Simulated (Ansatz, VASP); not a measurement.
## One calculation of WC, two programs

The input INCAR:

```
ALGO = Normal
EDIFF = 1E-6
ENCUT = 520
GGA = PE
ISIF = 2
ISMEAR = 0
LASPH = T
LCHARG = T
LELF = T
LREAL = F
LVHAR = T
LWAVE = F
NBANDS = 16
NELM = 60
PREC = Accurate
SIGMA = 0.1
```

Contents of KPOINTS:

```
k-points
0
Gamma
  12 12 11
```

POSCAR

```
WC
1.0
    2.9065000000      0.0000000000      0.0000000000
   -1.4532500000      2.5171030000      0.0000000000
    0.0000000000      0.0000000000      2.8366000000
W C
1 1
Direct
    0.0000000000      0.0000000000      0.0000000000
    0.6752680773      0.3333333333      0.5000000000
```

Input for Ansatz:

```yaml
crystal:
  lattice:
    - [2.9065, 0.0, 0.0]
    - [-1.45325, 2.517103, 0.0]
    - [0.0, 0.0, 2.8366]
  atoms:
    - { symbol: W, position: [0.0, 0.0, 0.0] }
    - { symbol: C, position: [0.6752680772980102, 0.3333333333333333, 0.5] }
kpoints:
  mp_grid:
    grid: [12, 12, 11]
hamiltonian:
  xc: pbe
  pseudopotentials:
    kind: paw
scf:
  convergence:
    dr2_threshold: 1.0e-10
  occupations:
    method: gaussian
output:
  forces: true
```

Alike in both runs: task single point; functional PBE; k mesh 12 × 12 × 11; no spin polarisation.

```csv
,VASP,Ansatz
version,VASP 6.6.1,Ansatz 0.2.0
potentials or method,"VASP PAW PBE potentials, release 64 (W_sv, C)","plane waves, PAW"
plane-wave cutoff (eV),520,420
occupations,"gaussian, width 0.1 eV",gaussian
valence electrons in the cell,18,18
```

|  | VASP | Ansatz | Ansatz less VASP |
| --- | --- | --- | --- |
| rms of the force components (eV/Å) | 0.234 | 0.233 | -0.0012 |

Atom by atom the forces differ by 0.001 eV/Å (rms over components).

Spin-orbit coupling is off throughout.
